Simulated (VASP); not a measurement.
A run of VASP 6.6.1 is set up as follows.

File INCAR:

```
SYSTEM = WS2
PREC     = Accurate       ! precision mode
ENCUT    = 520            ! plane-wave cutoff, eV
EDIFF    = 1E-6           ! SCF threshold, eV
ISMEAR   = -1             ! smearing method
SIGMA    = 0.03           ! smearing width, eV
LREAL    = .False.        ! projectors in reciprocal space
LASPH    = .True.         ! aspherical terms in the spheres
NELM     = 60             ! most SCF steps
ALGO     = Normal         ! electronic algorithm
ISIF     = 2              ! what is computed and relaxed
LWAVE    = .False.        ! write WAVECAR
LCHARG   = .False.        ! write CHGCAR
GGA      = PS             ! functional
NBANDS   = 20             ! bands
```

KPOINTS

```
regular mesh
0
Gamma
  15 15 15
  0 0 0
```

Contents of POSCAR:

```
WS2
1.0
    1.5790003843      0.9116362969      6.2865966000
   -1.5790003843      0.9116362969      6.2865966000
    0.0000000000     -1.8232725938      6.2865966000
W S
1 2
Direct
    0.0000000000      0.0000000000      0.0000000000
    0.7503000000      0.7503000000      0.7503000000
    0.5810000000      0.5810000000      0.5810000000
```

Potentials or basis: VASP PAW PBE potentials, release 64 (W_sv, S).

Launch:

```console
$ cat potpaw_PBE.64/W_sv/POTCAR potpaw_PBE.64/S/POTCAR > POTCAR
$ mpirun -np 1 vasp_std > vasp.out
```

(1) Predict the band gap on the k mesh.

(2) What does it give for the pressure?

(3) Predict the largest force.

## Answers

(1) 1.11 eV (least direct gap 1.97 eV).

(2) -3.9 GPa.

(3) 0.925 eV/Å.

Caveat: the cell differs from its parent crystal (zz strain of +2 %); the cell stands under tension; the PAW data sets were made with another functional, which shifts forces and pressure a little; spin-orbit coupling is left out, which moves the levels of the heavy elements.
